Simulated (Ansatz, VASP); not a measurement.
**Two plane-wave programs on Os**

```
Os
1.0
     2.17127    1.25359    1.77284
    -2.17127    1.25359    1.77284
     0.00000   -2.50717    1.77284
Os
2
Direct
  0.25000 0.25000 0.25000
  0.75000 0.75000 0.75000
```

Alike in both runs: functional r2SCAN; k mesh 18 × 18 × 18; occupations gaussian, width 0.1 eV; no spin polarisation.

Ansatz relaxed the structure, and its values are those at the end. VASP's run is a single point on that final structure, the one shown.

|  | VASP | Ansatz |
| --- | --- | --- |
| version | VASP 6.6.1 | Ansatz 0.2.0 |
| potentials or method | VASP PAW PBE potentials, release 64 (Os), cutoff 520 eV | scalar-relativistic, plane waves, PAW |
| valence electrons in the cell | 16 | 32 |

|  | VASP | Ansatz | Ansatz less VASP |
| --- | --- | --- | --- |
| gap on the k mesh at the Fermi level (eV) | none | none | - |
| pressure (GPa) | 1.2 | 0.0 | -1.16 |

VASP's potentials were made for PBE, not for r2SCAN. A gap of «none» marks a metal or a gap that the smearing closes. With one functional, cell and mesh, what is left measures potentials, basis and numerics. VASP's potentials hold 16 valence electrons a cell and Ansatz's 32, so a difference there can come from the potentials and not from the codes.

Spin-orbit coupling is off throughout.
